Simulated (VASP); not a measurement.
# Zr (Fm-3m) in VASP: further runs

The runs below take Zr through single point, with revPBE.

Everything below comes from runs of VASP 6.6.1. Logs are shortened: lines on timing, memory, paths and dates and some standing lists are left out, and cuts for length are marked.

### 1 The cell of the first run

It takes space group Fm-3m (No. 225, cubic). Conventional cell: a = 4.366 Å, b = 4.366 Å, c = 4.366 Å, α = 90.00°, β = 90.00°, γ = 90.00°. Zr (site symmetry m-3m) has 12 Zr at 3.09 Å within 4.1 Å.

### 2 Single point, revPBE (volume scaled by 0.88)

INCAR reads:

```
ALGO     = Normal         # electronic algorithm
EDIFF    = 1E-6           # SCF threshold, eV
ENCUT    = 520            # plane-wave cutoff, eV
GGA      = RE             # functional
ISIF     = 2              # what is computed and relaxed
ISMEAR   = -1             # smearing method
LASPH    = T              # aspherical terms in the spheres
LCHARG   = T              # write CHGCAR
LELF     = T              # ELF
LREAL    = F              # projectors in reciprocal space
LVHAR    = T            
LWAVE    = F              # write WAVECAR
NBANDS   = 12             # bands
NELM     = 80             # most SCF steps
PREC     = Accurate       # precision mode
SIGMA    = 0.1            # smearing width, eV
```

KPOINTS reads:

```
k-points
0
Gamma
  13 13 13
```

POSCAR reads:

```
Zr
1.0
    0.0000000000      2.1829684234      2.1829684234
    2.1829684234      0.0000000000      2.1829684234
    2.1829684234      2.1829684234      0.0000000000
Zr
1
Direct
    0.0000000000      0.0000000000      0.0000000000
```

Potentials or basis: VASP PAW PBE potentials, release 64 (Zr_sv).

Launch:

```bash
$ cat potpaw_PBE.64/Zr_sv/POTCAR > POTCAR
$ mpirun -np 1 vasp_std > vasp.out
```

OUTCAR:

```text
EDIFF = 1E-6
   ENCUT = 520
   GGA = RE
   ISIF = 2
   ISMEAR = -1
   LASPH = T
   LREAL = F
   NELM = 80
   PREC = Accurate

 ion  position               nearest neighbor table
   1  0.000  0.000  0.000-

  LATTYP: Found a face centered cubic cell.
 ALAT       =     4.3659368468

  Lattice vectors:

 A1 = (   0.0000000000,   2.1829684234,   2.1829684234)
 A2 = (   2.1829684234,   0.0000000000,   2.1829684234)
 A3 = (   2.1829684234,   2.1829684234,   0.0000000000)

Analysis of symmetry for initial positions (statically):
=====================================================================
 Subroutine PRICEL returns:
 Original cell was already a primitive cell.

 Routine SETGRP: Setting up the symmetry group for a
 face centered cubic supercell.

 Subroutine GETGRP returns: Found 48 space group operations
 (whereof 48 operations were pure point group operations)
 out of a pool of 48 trial point group operations.

The static configuration has the point symmetry O_h .

Analysis of symmetry for dynamics (positions and initial velocities):
=====================================================================
 Subroutine PRICEL returns:
 Original cell was already a primitive cell.

 Routine SETGRP: Setting up the symmetry group for a
 face centered cubic supercell.

 Subroutine GETGRP returns: Found 48 space group operations
 (whereof 48 operations were pure point group operations)
 out of a pool of 48 trial point group operations.

The dynamic configuration has the point symmetry O_h .

 Subroutine INISYM returns: Found 48 space group operations
 (whereof 48 operations are pure point group operations),
 and found     1 'primitive' translations

----------------------------------------------------------------------------------------

                                     Primitive cell

  volume of cell :      20.8052

  direct lattice vectors                    reciprocal lattice vectors
     0.000000000  2.182968423  2.182968423    -0.229045915  0.229045915  0.229045915
     2.182968423  0.000000000  2.182968423     0.229045915 -0.229045915  0.229045915
     2.182968423  2.182968423  0.000000000     0.229045915  0.229045915 -0.229045915

  length of vectors
     3.087183551  3.087183551  3.087183551     0.396719162  0.396719162  0.396719162

  position of ions in fractional coordinates (direct lattice)
     0.000000000  0.000000000  0.000000000

  ion indices of the primitive-cell ions
   primitive index   ion index
                 1           1

----------------------------------------------------------------------------------------

 KPOINTS: k-points

Automatic generation of k-mesh.
 Grid dimensions read from file:
 generate k-points for:   13   13   13

 Generating k-lattice:

  Cartesian coordinates                     Fractional coordinates (reciprocal lattice)
    -0.017618917  0.017618917  0.017618917     0.076923077  0.000000000  0.000000000
     0.017618917 -0.017618917  0.017618917     0.000000000  0.076923077  0.000000000
     0.017618917  0.017618917 -0.017618917     0.000000000  0.000000000  0.076923077

  Length of vectors
     0.030516859  0.030516859  0.030516859

  Shift w.r.t. Gamma in fractional coordinates (k-lattice)
     0.000000000  0.000000000  0.000000000

 Subroutine IBZKPT returns following result:
 ===========================================

 Found     84 irreducible k-points:

 Following reciprocal coordinates:
            Coordinates               Weight
  0.000000  0.000000  0.000000      1.000000
  0.076923  0.000000  0.000000      8.000000
  0.153846  0.000000  0.000000      8.000000
  0.230769  0.000000  0.000000      8.000000
  0.307692  0.000000  0.000000      8.000000
  0.384615  0.000000  0.000000      8.000000
[... 16 lines left out ...]
  0.384615  0.153846  0.000000     24.000000
  0.461538  0.153846  0.000000     24.000000
 [... further k-points ...]
   k-points           NKPTS =     84   k-points in BZ     NKDIM =     84   number of bands    NBANDS=     12
   number of dos      NEDOS =    301   number of ions     NIONS =      1
   total plane-waves  NPLWV =  13824
   dimension x,y,z NGX =    24 NGY =   24 NGZ =   24
   dimension x,y,z NGXF=    48 NGYF=   48 NGZF=   48
   ions per type =               1
   NGX,Y,Z   is equivalent  to a cutoff of  12.92, 12.92, 12.92 a.u.
   NGXF,Y,Z  is equivalent  to a cutoff of  25.85, 25.85, 25.85 a.u.
 SYSTEM =  unknown system
   PREC   = accura    normal or accurate (medium, high low for compatibility)
   ISTART =      0    job   : 0-new  1-cont  2-samecut
   ICHARG =      2    charge: 1-file 2-atom 10-const
   ISPIN  =      1    spin polarized calculation?
   LNONCOLLINEAR =      F non collinear calculations
   LSORBIT =      F    spin-orbit coupling
   LASPH  =      T    aspherical Exc in radial PAW
   ENCUT  =  520.0 eV  38.22 Ry    6.18 a.u.   5.74  5.74  5.74*2*pi/ulx,y,z
   NELM   =     80;   NELMIN=  2; NELMDL= -5     # of ELM steps
   EDIFF  = 0.1E-05   stopping-criterion for ELM
   LREAL  =      F    real-space projection
   EDIFFG = 0.1E-04   stopping-criterion for IOM
   NSW    =      0    number of steps for IOM
   IBRION =     -1    ionic relax: 0-MD 1-quasi-New 2-CG
   NFREE  =      0    steps in history (QN), initial steepest desc. (CG)
   ISIF   =      2    stress and relaxation
   ISYM   =      2    0-nonsym 1-usesym 2-fastsym
   POTIM  = 0.5000    time-step for ionic-motion
   TEBEG  =    0.0;   TEEND  =   0.0 temperature during run
   PSTRESS=    0.0 pullay stress
   NELECT =      12.0000    total number of electrons
   NUPDOWN=      -1.0000    fix difference up-down
   EMIN   =  10.00;   EMAX   =-10.00  energy-range for DOS
   EFERMI =   0.00;   METHOD = LEGACY
   ISMEAR =    -1;   SIGMA  =   0.10  broadening in eV -4-tet -1-fermi 0-gaus
   EFERMI_NEDOS =   21; number of points for ismear=-14 and -15
   IALGO  =     38    algorithm
   IMIX   =      4    mixing-type and parameters
     AMIX     =   0.40;   BMIX     =  1.00
     AMIX_MAG =   1.60;   BMIX_MAG =  1.00
  volume/ion in A,a.u.               =      20.81       140.40
  Fermi-wavevector in a.u.,A,eV,Ry     =   1.362734  2.575194 25.266621  1.857044
  Thomas-Fermi vector in A             =   2.489198
   LORBIT       =      0    0 simple, 1 ext, 2 COOP (PROOUT), +10 PAW based schemes
   GGA     = RE    functional components
   LHFCALC =     F    Hartree Fock is set to
   AEXX    =    0.0000 exact exchange contribution
   IVDW    =     0    specifies the selected vdW correction
   LEPSILON=     F    determine dielectric tensor
   LRPA    =     F    only Hartree local field effects (RPA)
 non-spin polarized calculation
  energy-cutoff  :      520.00
  volume of cell :       20.81
 maximum number of plane-waves:       571
   NGX = 11   NGY = 11   NGZ = 11

 number of electron      12.0000000 magnetization

 Free energy of the ion-electron system (eV)
  ---------------------------------------------------
  ext. energy  EPLUGINS =         0.00000000
  ---------------------------------------------------
  free energy    TOTEN  =        -8.05110179 eV

  energy without entropy =       -8.00693258  energy(sigma->0) =       -8.02901719

 E-fermi :  10.2588     XC(G=0): -11.5532

 val. band max:       10.2431907579   @ k =   0.4615   0.3077   0.1538
 cond. band min:      10.2640934526   @ k =  -0.2308   0.2308   0.0000
 fundamental gap:      0.0209026947
 Fermi energy:        10.2587643091

 k-point     1 :       0.0000    0.0000    0.0000
  band No.  band energies     occupation
      1     -38.2765      2.00000
      2     -15.6044      2.00000
      3     -15.6044      2.00000
      4     -15.6044      2.00000
      5       4.5484      2.00000
      6      11.2627      0.00009
      7      11.2627      0.00009
      8      11.2627      0.00009
      9      14.0531      0.00000
     10      14.0531      0.00000
     11      20.9505      0.00000
     12      25.5865      0.00000

 k-point     2 :       0.0769    0.0000    0.0000
  band No.  band energies     occupation
      1     -38.2641      2.00000
      2     -15.6892      2.00000
      3     -15.6145      2.00000
      4     -15.6145      2.00000
      5       4.7646      2.00000
      6      11.0616      0.00065
      7      11.3634      0.00003
      8      11.3634      0.00003
      9      13.9452      0.00000
     10      13.9452      0.00000
     11      21.4175      0.00000
     12      24.7533      0.00000

 k-point     3 :       0.1538    0.0000    0.0000
  band No.  band energies     occupation
      1     -38.2294      2.00000
      2     -15.9191      2.00000
      3     -15.6424      2.00000
      4     -15.6424      2.00000
      5       5.3581      2.00000
      6      10.6199      0.05262
      7      11.5819      0.00000
      8      11.5819      0.00000
      9      13.7729      0.00000
     10      13.7729      0.00000
     11      22.3696      0.00000
     12      23.6762      0.00000
[... 286 lines left out ...]
 k-point    23 :       0.3846    0.1538    0.0000
  band No.  band energies     occupation
      1     -38.0836      2.00000
      2     -16.6216      2.00000
      3     -15.8673      2.00000
      4     -15.8388      2.00000
      5       7.4816      2.00000
      6       9.6684      1.99456
      7      10.7611      0.01308
      8      12.1298      0.00000
      9      14.9056      0.00000
     10      15.7725      0.00000
     11      22.0355      0.00000
     12      24.4129      0.00000

 k-point    24 :       0.4615    0.1538    0.0000
  band No.  band energies     occupation
      1     -38.0488      2.00000
      2     -16.7982      2.00000
      3     -15.9333      2.00000
      4     -15.8488      2.00000
      5       7.6601      2.00000
      6       9.8822      1.95476
      7      10.8960      0.00341
      8      11.8839      0.00000
      9      16.2015      0.00000
     10      16.2080      0.00000
     11      21.1440      0.00000
     12      23.0005      0.00000

 [... further k-points ...]
[... 5 lines left out ...]
  --------------------------------------------------------------------------------------
  -------------------------------------------------------------------------------------
  Total        1.7752539      1.7752539      1.7752539      0.0000000     -0.0000000     -0.0000000
  in kB      136.7095054    136.7095054    136.7095054      0.0000000     -0.0000000     -0.0000000
  external PRESSURE =     136.7095054 kB  Pullay stress =       0.0000000 kB

 VOLUME and BASIS-vectors are now :
 -----------------------------------------------------------------------------
  energy-cutoff  :      520.00
  volume of cell :       20.81
      direct lattice vectors                 reciprocal lattice vectors
     0.000000000  2.182968423  2.182968423    -0.229045915  0.229045915  0.229045915
     2.182968423  0.000000000  2.182968423     0.229045915 -0.229045915  0.229045915
     2.182968423  2.182968423  0.000000000     0.229045915  0.229045915 -0.229045915

 POSITION                                       TOTAL-FORCE (eV/Angst)
 -----------------------------------------------------------------------------------
      0.00000      0.00000      0.00000        -0.000000     -0.000000      0.000000
 -----------------------------------------------------------------------------------
    total drift:                               -0.000000     -0.000000     -0.000000

  FREE ENERGIE OF THE ION-ELECTRON SYSTEM (eV)
  ---------------------------------------------------
  free  energy   TOTEN  =        -8.0511017928 eV

  energy  without entropy=       -8.0069325841  energy(sigma->0) =       -8.02901719
```

Run time: 44 s. Hardware: 1 thread of AMD EPYC 7R13, shared host; peak memory 0.12 GiB.

What came out:

| Quantity | Value |
| --- | --- |
| Free energy | -8.0511 eV |
| Pressure | 13.7 GPa |
| Band gap on the k mesh | zero (band 6 reaches 11.26 eV, above the bottom of band 7 at 9.63 eV) |

Caveat: the PAW data sets were made with another functional, which shifts forces and pressure a little.

### 3 Single point, revPBE (volume scaled by 0.92)

INCAR reads:

```
SYSTEM = Zr
  PREC = Accurate
  ENCUT = 520
  EDIFF = 1E-6
  ISMEAR = -1
  SIGMA = 0.1
  LREAL = .FALSE.
  LASPH = .TRUE.
  NELM = 80
  ALGO = Normal
  ISIF = 2
  LWAVE = .FALSE.
  LCHARG = .FALSE.
  GGA = RE
  NBANDS = 12
```

KPOINTS reads:

```
regular mesh
0
G
  13 13 13
  0 0 0
```

POSCAR reads:

```
Zr
1.0
    0.0000000000      2.2155548459      2.2155548459
    2.2155548459      0.0000000000      2.2155548459
    2.2155548459      2.2155548459      0.0000000000
Zr
1
Direct
    0.0000000000      0.0000000000      0.0000000000
```

Potentials or basis: VASP PAW PBE potentials, release 64 (Zr_sv).

Launch:

```bash
$ cat potpaw_PBE.64/Zr_sv/POTCAR > POTCAR
$ mpirun -np 1 vasp_std > vasp.out
```

It took 42 s on 1 thread of AMD EPYC 7R13, shared host; peak memory 0.12 GiB.

It converged, with:

* Free energy: -8.1162 eV
* Pressure: 8.4 GPa
* Band gap on the k mesh: zero (band 6 reaches 10.73 eV, above the bottom of band 7 at 9.13 eV)

Levels at points of the mesh, in eV from the Fermi level:
```
           k point  band 4  band 5  band 6  band 7  band 8  band 9
(0.00, 0.00, 0.00)  -26.01   -5.65    1.00    1.00    1.00    3.64
```

Caveat: the PAW data sets were made with another functional, which shifts forces and pressure a little.

### 4 Single point, revPBE (volume scaled by 0.96)

INCAR reads:

```
PREC = Accurate
ENCUT = 520
EDIFF = 1E-6
ISMEAR = -1
SIGMA = 0.1
LREAL = False
LASPH = True
NELM = 60
ALGO = Normal
ISIF = 2
LWAVE = False
LCHARG = False
GGA = RE
NBANDS = 12
```

KPOINTS reads:

```
Automatic mesh
0
Gamma
  13 13 13
```

POSCAR reads:

```
Zr
1.0
    0.0000000000      2.2472099062      2.2472099062
    2.2472099062      0.0000000000      2.2472099062
    2.2472099062      2.2472099062      0.0000000000
Zr
1
Direct
    0.0000000000      0.0000000000      0.0000000000
```

Launch:

```bash
$ cat potpaw_PBE.64/Zr_sv/POTCAR > POTCAR
$ mpirun -np 1 vasp_std > vasp.out
```

It took 42 s on 1 thread of AMD EPYC 7R13, shared host; peak memory 0.12 GiB.

The run converged. Its results:

```
Free energy            : -8.1527 eV
Pressure               : 3.9 GPa
Band gap on the k mesh : zero (band 6 reaches 10.23 eV, above the bottom of band 7 at 8.66 eV)
```

Levels at points of the mesh, in eV from the Fermi level:
```tsv
k point	band 2	band 3	band 4	band 5	band 6	band 7	band 8	band 9	band 10	band 11
(0.00, 0.00, 0.00)	-26.16	-26.16	-26.16	-5.59	1.00	1.00	1.00	3.49	3.49	10.53
```

Caveat: the PAW data sets were made with another functional, which shifts forces and pressure a little.

[end of part 1 of 2]
